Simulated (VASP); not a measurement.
Input of a VASP 6.6.1 run:

File INCAR:

```
SYSTEM = Sn
PREC = Accurate
ENCUT = 520
EDIFF = 1E-7
ISMEAR = -1
SIGMA = 0.05
LREAL = .FALSE.
LASPH = .TRUE.
NELM = 80
ALGO = Normal
ISIF = 2
LWAVE = .FALSE.
LCHARG = .FALSE.
GGA = PS
NBANDS = 21
```

The input KPOINTS:

```
regular mesh
0
G
  8 8 8
  0 0 0
```

The input POSCAR:

```
Sn
1.0
    0.0000000000      3.2710663102      3.2710663102
    3.2710663102      0.0000000000      3.2710663102
    3.2710663102      3.2710663102      0.0000000000
Sn
2
Direct
   -0.2150000000     -0.0950000000     -0.0950000000
    0.2150000000      0.0950000000      0.0950000000
```

Potentials or basis: VASP PAW PBE potentials, release 64 (Sn_d).

Command:

```sh
$ cat potpaw_PBE.64/Sn_d/POTCAR > POTCAR
$ mpirun -np 1 vasp_std > vasp.out
```

Q: Estimate the band gap on the k mesh.

A: Zero (bands 14 and 15 overlap by 1.22 eV).

Q: Estimate the largest force.

A: 13.604 eV/Å.

Q: What does it give for the pressure?

A: 15.4 GPa.

Forces in eV/Å, atoms in the order of the input:
```
Sn  -7.854  7.854  7.854
Sn   7.854 -7.854 -7.854
```

Caveat: the cell differs from its parent crystal (shortest bond scaled by 0.76); the cell stands under pressure; the PAW data sets were made with another functional, which shifts forces and pressure a little; spin-orbit coupling is left out, which moves the levels of the heavy elements.
